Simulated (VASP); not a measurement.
Here is a VASP 6.6.1 calculation.

File POSCAR:

```
BaF2
1.0
    0.0000000000      3.1033267784      3.1033267784
    3.1033267784      0.0000000000      3.1033267784
    3.1033267784      3.1033267784      0.0000000000
Ba F
1 2
Direct
    0.0000000000      0.0000000000      0.0000000000
    0.2500000000      0.2500000000      0.2500000000
    0.7500000000      0.7500000000      0.7500000000
```

Contents of INCAR.step1:

```
SYSTEM = BaF2
PREC = Accurate ; ENCUT = 520
EDIFF = 1E-5 ; ISMEAR = -1
SIGMA = 0.02 ; LREAL = .False.
LASPH = .True. ; NELM = 120
ALGO = Normal ; ISIF = 2
LWAVE = .True. ; LCHARG = .False.
NBANDS = 19 ; GGA = PE
GGA_COMPAT = .False.
```

INCAR.step2

```
SYSTEM = BaF2
PREC = Accurate ; ENCUT = 520
EDIFF = 1E-6 ; ISMEAR = -1
SIGMA = 0.02 ; LREAL = .False.
LASPH = .True. ; NELM = 120
ALGO = Normal ; ISIF = 2
LWAVE = .False. ; LCHARG = .False.
GGA = PE ; LHFCALC = .True.
HFSCREEN = 0.2079 ; PRECFOCK = Normal
NBANDS = 19 ; ISTART = 1
GGA_COMPAT = .False.
```

Contents of KPOINTS:

```
regular mesh
0
Gamma
  4 4 4
  0 0 0
```

Potentials or basis: VASP PAW PBE potentials, release 64 (Ba_sv, F).

Command:

```console
$ cat potpaw_PBE.64/Ba_sv/POTCAR potpaw_PBE.64/F/POTCAR > POTCAR
$ cp INCAR.step1 INCAR
$ mpirun -np 1 vasp_std > vasp.out
$ cp INCAR.step2 INCAR
$ mpirun -np 1 vasp_std > vasp.out
```

Q: Predict the pressure.

A: 1.0 GPa.

Q: What does it give for the band gap on the k mesh?

A: 8.67 eV (least direct gap 8.76 eV).

Caveat: the k points lie up to 0.44 Å⁻¹ apart; the PAW data sets were made with another functional, which shifts forces and pressure a little; spin-orbit coupling is left out, which moves the levels of the heavy elements. A k mesh can miss the band edges.
